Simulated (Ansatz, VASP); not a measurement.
TaW2N4: VASP beside Ansatz

```xyz
7
Lattice="-2.1224 2.1224 4.1961 2.1224 -2.1224 4.1961 2.1224 2.1224 -4.1961" Properties=species:S:1:pos:R:3 pbc="T T T"
Ta    0.0000    0.0000    0.0000
W     2.1224    0.0000    2.0980
W     0.0000    2.1224    2.0980
N     0.0000    0.0000    6.2093
N     0.0000    0.0000    2.1829
N     2.1224    0.0000    0.0000
N     0.0000    2.1224    0.0000
```

Change from the starting cell: species swapped into the Li2MnF4 type (I4/mmm, No. 139).

Alike in both runs: functional PBE; k mesh 4 × 4 × 4; occupations gaussian, width 0.15 eV; no spin polarisation.

Ansatz relaxed the structure, and its values are those at the end. VASP's run is a single point on that final structure, the one shown.

|  | VASP | Ansatz |
| --- | --- | --- |
| version | VASP 6.6.1 | Ansatz 0.2.0 |
| potentials or method | VASP PAW PBE potentials, release 64 (Ta_sv_GW, W_sv, N), cutoff 700 eV | scalar-relativistic, plane waves, PAW |
| valence electrons in the cell | 61 | 61 |

|  | VASP | Ansatz | Ansatz less VASP |
| --- | --- | --- | --- |
| gap on the k mesh at the Fermi level (eV) | none | none | - |
| pressure (GPa) | 0.5 | -0.2 | -0.73 |
| rms of the force components (eV/Å) | 0.015 | 0.011 | -0.0042 |

A gap of «none» marks a metal or a gap that the smearing closes.

The k mesh is coarse, so the values compare programs but aren't converged. Neither program's run includes spin-orbit coupling.
